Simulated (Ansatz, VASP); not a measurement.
# ZnO: VASP beside Ansatz

The input INCAR:

```
SYSTEM = ZnO
PREC = Accurate
ENCUT = 600
EDIFF = 1E-6
ISMEAR = 0
SIGMA = 0.02
LREAL = .False.
LASPH = .True.
NELM = 60
ALGO = Normal
ISIF = 3
LWAVE = .False.
LCHARG = .False.
GGA = PE
IBRION = 2
NSW = 100
EDIFFG = -0.005
```

File KPOINTS:

```
Automatic mesh
0
Gamma
  9 9 6
  0 0 0
```

The input POSCAR:

```
ZnO
1.0
    3.2373510235      0.0000000000      0.0000000000
   -1.6186755117      2.8036282273      0.0000000000
    0.0000000000      0.0000000000      5.2220613000
Zn O
2 2
Direct
    0.6666666700      0.3333333300      0.5005917000
    0.3333333300      0.6666666700      0.0005917000
    0.6666666700      0.3333333300      0.8797183000
    0.3333333300      0.6666666700      0.3797183000
```

Input for Ansatz:

```yaml
crystal:
  lattice:
    - [3.2373510235, 0.0, 0.0]
    - [-1.6186755117, 2.8036282273, 0.0]
    - [0.0, 0.0, 5.2220613]
  atoms:
    - { symbol: Zn, position: [0.66666667, 0.33333333, 0.5005917] }
    - { symbol: Zn, position: [0.33333333, 0.66666667, 0.0005917] }
    - { symbol: O, position: [0.66666667, 0.33333333, 0.8797183] }
    - { symbol: O, position: [0.33333333, 0.66666667, 0.3797183] }
basis:
  ecutwfc: 420
kpoints:
  mp_grid: { grid: [9, 9, 6] }
hamiltonian:
  xc: pbe
scf:
  occupations: { method: gaussian, width: 0.02 }
output:
  forces: true
  stress: true
  eigenvalues: true
relax:
  adjacent_minimum: "off"
  f_tol: 0.005
  max_steps: 80
  cell: { stress_tol: 0.05 }
```

Alike in both runs: task relaxation of cell and atoms; functional PBE; k mesh 9 × 9 × 6; occupations gaussian, width 0.02 eV; no spin polarisation.

|  | VASP | Ansatz |
| --- | --- | --- |
| version | VASP 6.6.1 | Ansatz 0.2.0 |
| potentials or method | VASP PAW PBE potentials, release 64 (Zn, O), cutoff 600 eV | scalar-relativistic, plane waves, PAW |
| valence electrons in the cell | 36 | 36 |

```tsv
	VASP	Ansatz	Ansatz less VASP
gap on the k mesh at the Fermi level, each at its own relaxed structure (eV)	0.72	0.74	+0.024
relaxed volume (Å³/atom)	12.40	12.32	-0.072
relaxed length of the cell vector where the two differ most in proportion (Å)	3.286	3.279	-0.0069
```
